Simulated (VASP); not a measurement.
## BN: single point with LDA

The system is BN.

```
B N
1.0
     2.54831    0.00000    0.00000
    -1.27416    2.20690    0.00000
     0.00000    0.00000    5.89629
B N
2 2
Cartesian
  0.0000 1.4713 1.4741
  1.2742 0.7356 4.4222
  0.0000 1.4713 4.4222
  1.2742 0.7356 1.4741
```

This cell differs from its parent crystal: volume 8.290 Å^3 an atom, c/a of the conventional cell 2.3138.

```json
{
 "Program": "VASP 6.6.1",
 "Task": "single point",
 "Functional": "LDA",
 "Potentials or basis": "VASP PAW LDA potentials, release 64 (B, N)",
 "Cutoff": "520 eV",
 "k mesh": "12 × 12 × 4",
 "Occupations": "gaussian, width 0.05 eV",
 "Spin": "no spin polarisation"
}
```

* Pressure: -15.5 GPa
* Band gap on the k mesh: 3.83 eV, indirect (least direct gap 4.05 eV)

Stress tensor (GPa, compression positive):
```
-25.25   0.00   0.00
  0.00 -25.25   0.00
  0.00   0.00   3.98
```

Levels at points of the mesh, in eV from the valence-band top:
| k point | band 5 | band 6 | band 7 | band 8 | band 9 | band 10 | band 11 | band 12 |
| --- | --- | --- | --- | --- | --- | --- | --- | --- |
| (0.00, 0.00, 0.00) | -1.51 | -1.51 | -1.39 | -1.39 | 5.86 | 10.80 | 10.80 | 11.01 |
| (0.50, 0.00, 0.00) | -4.22 | -4.02 | -2.04 | -0.21 | 3.84 | 6.02 | 9.09 | 9.12 |
| (0.00, 0.00, 0.50) | -1.45 | -1.45 | -1.45 | -1.45 | 8.74 | 8.74 | 10.96 | 10.96 |
| (0.50, 0.00, 0.50) | -4.12 | -4.12 | -0.99 | -0.99 | 4.35 | 4.35 | 9.35 | 9.35 |

It took 37 s on 1 thread of AMD EPYC 7R13 (shared host), peak memory 0.11 GiB.

 A k mesh can miss the band edges.
